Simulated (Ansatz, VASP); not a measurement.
# One calculation of MgI2, two programs

```
Mg I
1.0
     4.18121    0.00000    0.00000
    -2.09060    3.62103    0.00000
     0.00000    0.00000    6.90745
Mg I
1 2
Direct
  0.00000 0.00000 0.00000
  0.33333 0.66667 0.75763
  0.66667 0.33333 0.24237
```

Change from the starting cell: volume scaled by 1.02, crystal datasets.

Alike in both runs: task electric field gradients; functional PBEsol; k mesh 7 × 7 × 4; occupations fermi-dirac, width 0.03 eV; no spin polarisation.

|  | VASP | Ansatz |
| --- | --- | --- |
| version | VASP 6.6.1 | Ansatz 0.2.0 |
| potentials or method | VASP PAW PBE potentials, release 64 (Mg, I), cutoff 520 eV | all-electron PAW with datasets made for the crystal, scalar-relativistic |

```tsv
	VASP	Ansatz	Ansatz less VASP
gap on the k mesh at the Fermi level (eV)	3.45	3.47	+0.016
pressure (GPa)	-0.8	-0.8	+0.02
traceless stress, the component that is largest in VASP (GPa)	0.28	0.27	-0.005
rms of the force components (eV/Å)	0.062	0.060	-0.0017
size of Vzz on the site where it differs most (V/Å²)	48.9	50.4	+1.54
```

VASP's potentials were made for PBE, not for PBEsol. Atom by atom the forces differ by 0.002 eV/Å (rms over components). Ansatz ran all-electron here, and VASP with PAW potentials.

Neither program's run includes spin-orbit coupling.
